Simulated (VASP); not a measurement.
# Lu (Im-3m) in VASP: relaxation of cell and atoms with PBE

Aim: the relaxation of cell and atoms of Lu with PBE.

Program: VASP 6.6.1. These are calculated values, not measurements. Logs are shortened: lines on timing, memory, paths and dates and some standing lists are left out, and cuts for length are marked.

## (1) The cell of the first run

The structure is cubic, space group Im-3m (No. 229). The conventional cell has a = 3.725 Å, b = 3.725 Å, c = 3.725 Å, α = 90.00°, β = 90.00°, γ = 90.00°. Lu (site symmetry m-3m) has 14 Lu at 3.23 to 3.73 Å within 4.2 Å.

## (2) Relaxation of cell and atoms, PBE

The input, INCAR:

```
PREC = Accurate ; ENCUT = 600
EDIFF = 1E-6 ; ISMEAR = -1
SIGMA = 0.08 ; LREAL = F
LASPH = T ; NELM = 80
ALGO = Normal ; ISIF = 3
LWAVE = F ; LCHARG = F
GGA = PE ; IBRION = 2
NSW = 100 ; EDIFFG = -0.005
```

The input, KPOINTS:

```
Automatic mesh
0
Gamma
  15 15 15
```

The input, POSCAR:

```
Lu
1.0
   -1.8626039120      1.8626039120      1.8626039120
    1.8626039120     -1.8626039120      1.8626039120
    1.8626039120      1.8626039120     -1.8626039120
Lu
1
Direct
    0.0000000000      0.0000000000      0.0000000000
```

Potentials or basis: VASP PAW PBE potentials, release 64 (Lu).

The run is started by

```sh
> cat potpaw_PBE.64/Lu/POTCAR > POTCAR
> mpirun -np 1 vasp_std > vasp.out
```

OUTCAR:

```text
PREC = Accurate
   ENCUT = 600
   EDIFF = 1E-6
   ISMEAR = -1
   LREAL = F
   LASPH = T
   NELM = 80
   ISIF = 3
   GGA = PE
   IBRION = 2
   NSW = 100
   EDIFFG = -0.005

 ion  position               nearest neighbor table
   1  0.000  0.000  0.000-

  LATTYP: Found a body centered cubic cell.
 ALAT       =     3.7252078240

  Lattice vectors:

 A1 = (  -1.8626039120,   1.8626039120,   1.8626039120)
 A2 = (   1.8626039120,  -1.8626039120,   1.8626039120)
 A3 = (   1.8626039120,   1.8626039120,  -1.8626039120)

Analysis of symmetry for initial positions (statically):
=====================================================================
 Subroutine PRICEL returns:
 Original cell was already a primitive cell.

 Routine SETGRP: Setting up the symmetry group for a
 body centered cubic supercell.

 Subroutine GETGRP returns: Found 48 space group operations
 (whereof 48 operations were pure point group operations)
 out of a pool of 48 trial point group operations.

The static configuration has the point symmetry O_h .

Analysis of symmetry for dynamics (positions and initial velocities):
=====================================================================
 Subroutine PRICEL returns:
 Original cell was already a primitive cell.

 Routine SETGRP: Setting up the symmetry group for a
 body centered cubic supercell.

 Subroutine GETGRP returns: Found 48 space group operations
 (whereof 48 operations were pure point group operations)
 out of a pool of 48 trial point group operations.

The dynamic configuration has the point symmetry O_h .

 Subroutine INISYM returns: Found 48 space group operations
 (whereof 48 operations are pure point group operations),
 and found     1 'primitive' translations

----------------------------------------------------------------------------------------

                                     Primitive cell

  volume of cell :      25.8477

  direct lattice vectors                    reciprocal lattice vectors
    -1.862603912  1.862603912  1.862603912     0.000000000  0.268441399  0.268441399
     1.862603912 -1.862603912  1.862603912     0.268441399  0.000000000  0.268441399
     1.862603912  1.862603912 -1.862603912     0.268441399  0.268441399  0.000000000

  length of vectors
[... 97 lines left out ...]
   IALGO  =     38    algorithm
   IMIX   =      4    mixing-type and parameters
     AMIX     =   0.40;   BMIX     =  1.00
     AMIX_MAG =   1.60;   BMIX_MAG =  1.00
  volume/ion in A,a.u.               =      25.85       174.43
  Fermi-wavevector in a.u.,A,eV,Ry     =   1.619003  3.059472 35.663194  2.621171
  Thomas-Fermi vector in A             =   2.713174
   LORBIT       =      0    0 simple, 1 ext, 2 COOP (PROOUT), +10 PAW based schemes
   GGA     = PE    functional components
   LHFCALC =     F    Hartree Fock is set to
   AEXX    =    0.0000 exact exchange contribution
   IVDW    =     0    specifies the selected vdW correction
   LEPSILON=     F    determine dielectric tensor
   LRPA    =     F    only Hartree local field effects (RPA)
 conjugate gradient relaxation of ions
 non-spin polarized calculation
  energy-cutoff  :      600.00
  volume of cell :       25.85
 maximum number of plane-waves:       899
 NGX is ok and might be reduce to    28
   NGX = 13   NGY = 13   NGZ = 13

--------------------------------------- Ionic step        1  -------------------------------------------

 number of electron      24.9999993 magnetization

 Free energy of the ion-electron system (eV)
  ---------------------------------------------------
  ext. energy  EPLUGINS =         0.00000000
  ---------------------------------------------------
  free energy    TOTEN  =        -4.31960542 eV

  energy without entropy =       -4.27641308  energy(sigma->0) =       -4.29800925

------------------------ aborting loop because EDIFF is reached ----------------------------------------

  FORCE on cell =-STRESS in cart. coord.  units (eV):
  Direction    XX          YY          ZZ          XY          YZ          ZX
  --------------------------------------------------------------------------------------
  -------------------------------------------------------------------------------------
  Total        1.2230537      1.2230537      1.2230537      0.0000000      0.0000000     -0.0000000
  in kB       75.8114105     75.8114105     75.8114105      0.0000000      0.0000000     -0.0000000
  external PRESSURE =      75.8114105 kB  Pullay stress =       0.0000000 kB
[... 86 lines left out ...]
  FREE ENERGIE OF THE ION-ELECTRON SYSTEM (eV)
  ---------------------------------------------------
  free  energy   TOTEN  =        -4.4038442122 eV

  energy  without entropy=       -4.3565789354  energy(sigma->0) =       -4.38021157

[... ionic steps 4 to 9 ...]

--------------------------------------- Ionic step       10  -------------------------------------------

 number of electron      24.9999994 magnetization

------------------------ aborting loop because EDIFF is reached ----------------------------------------
[... 65 lines left out ...]
--------------------------------------- Ionic step       12  -------------------------------------------

 number of electron      24.9999994 magnetization

 Free energy of the ion-electron system (eV)
  ---------------------------------------------------
  ext. energy  EPLUGINS =         0.00000000
  ---------------------------------------------------
  free energy    TOTEN  =        -4.40382019 eV

  energy without entropy =       -4.35664535  energy(sigma->0) =       -4.38023277

 E-fermi :   2.2980     XC(G=0): -10.5831

 val. band max:        2.2916542845   @ k =   0.2667   0.1333   0.1333
 cond. band min:       2.3123280172   @ k =   0.3333   0.1333   0.1333
 fundamental gap:      0.0206737327
 Fermi energy:         2.2980391587

 k-point     1 :       0.0000    0.0000    0.0000
  band No.  band energies     occupation
      1     -54.1436      2.00000
      2     -24.5720      2.00000
      3     -24.5720      2.00000
      4     -24.5720      2.00000
      5      -3.8102      2.00000
      6      -2.8948      2.00000
[... 433 lines left out ...]
      3     -24.7886      2.00000
      4     -24.6184      2.00000
      5      -2.8803      2.00000
      6      -2.8713      2.00000
[... 8 lines left out ...]
     15       6.2635      0.00000
     16       7.3264      0.00000

 [... further k-points ...]
[... 5 lines left out ...]
  --------------------------------------------------------------------------------------
  -------------------------------------------------------------------------------------
  Total        0.0041124      0.0041124      0.0041124     -0.0000000      0.0000000     -0.0000000
  in kB        0.2220123      0.2220123      0.2220123     -0.0000000      0.0000000     -0.0000000
  external PRESSURE =       0.2220123 kB  Pullay stress =       0.0000000 kB
[... 16 lines left out ...]
  FREE ENERGIE OF THE ION-ELECTRON SYSTEM (eV)
  ---------------------------------------------------
  free  energy   TOTEN  =        -4.4038201859 eV

  energy  without entropy=       -4.3566453538  energy(sigma->0) =       -4.38023277

 reached required accuracy - stopping structural energy minimisation
```

OSZICAR:

```text
N       E                     dE             d eps       ncg     rms          rms(c)
DAV:   1     0.767467419495E+02    0.76747E+02   -0.11444E+04  4736   0.574E+03
DAV:   2    -0.194601510106E+00   -0.76941E+02   -0.75944E+02  4120   0.360E+02
[... 75 lines left out ...]
DAV:   1    -0.440381968379E+01   -0.42495E-06   -0.14361E-06  2096   0.157E-02    0.244E-03
DAV:   2    -0.440381956367E+01    0.12011E-06   -0.42177E-07  1952   0.104E-02
  11 F= -.44038196E+01 E0= -.43802328E+01  d E =-.926679E-06
       N       E                     dE             d eps       ncg     rms          rms(c)
DAV:   1    -0.440382103712E+01   -0.13533E-05   -0.84853E-06  5968   0.313E-02    0.744E-03
DAV:   2    -0.440382018594E+01    0.85118E-06   -0.19951E-06  2640   0.209E-02
  12 F= -.44038202E+01 E0= -.43802328E+01  d E =-.154894E-05
```

CONTCAR:

```text
Lu
   1.00000000000000
    -1.9503939531454790    1.9503939531454790    1.9503939531454793
     1.9503939531454790   -1.9503939531454790    1.9503939531454793
     1.9503939531454790    1.9503939531454790   -1.9503939531454793
  Lu
     1
Direct
     0.0000000000000000    0.0000000000000000    0.0000000000000000

  0.00000000E+00  0.00000000E+00  0.00000000E+00
```

It took 7.8 min on 1 thread of AMD EPYC 7R13, shared host; peak memory 0.2 GiB.

Results:

```yaml
Free_energy: -4.4038 eV
Relaxed_volume: 29.68 Å³/atom
Relaxed_cell: a = 3.378 Å, b = 3.378 Å, c = 3.378 Å, α = 109.47°, β = 109.47°, γ = 109.47°
Space_group_after_relaxing_to_0.05_Å: Im-3m (No. 229)
Energy_gained_by_relaxing: 84.2 meV/atom
Ionic_steps: 12
Pressure_after_relaxing: 0.0 GPa
```

Step by step:
| step | energy change (eV) | largest force (eV/Å) | pressure (GPa) | volume (Å³) |
| --- | --- | --- | --- | --- |
| 1 | 0.0000 | 0.0000 | 7.58 | 25.85 |
| 2 | -0.0803 | 0.0000 | -1.23 | 30.70 |
| 3 | -0.0842 | 0.0000 | -0.05 | 29.75 |
| 4 | -0.0842 | 0.0000 | 0.11 | 29.67 |
| 5 | -0.0842 | 0.0000 | 0.09 | 29.67 |
| 6 | -0.0842 | 0.0000 | 0.21 | 29.68 |
| 7 | -0.0842 | 0.0000 | 0.24 | 29.68 |
| 8 | -0.0842 | 0.0000 | 0.11 | 29.68 |
| 9 | -0.0842 | 0.0000 | 0.12 | 29.68 |
| 10 | -0.0842 | 0.0000 | 0.11 | 29.68 |
| 11 | -0.0842 | 0.0000 | 0.09 | 29.68 |
| 12 | -0.0842 | 0.0000 | 0.02 | 29.68 |

Final structure:
```
Lu
1.0
    -1.95039    1.95039    1.95039
     1.95039   -1.95039    1.95039
     1.95039    1.95039   -1.95039
Lu
1
Direct
  0.00000 0.00000 0.00000
```

Caveat: spin-orbit coupling is left out, which moves the levels of the heavy elements.
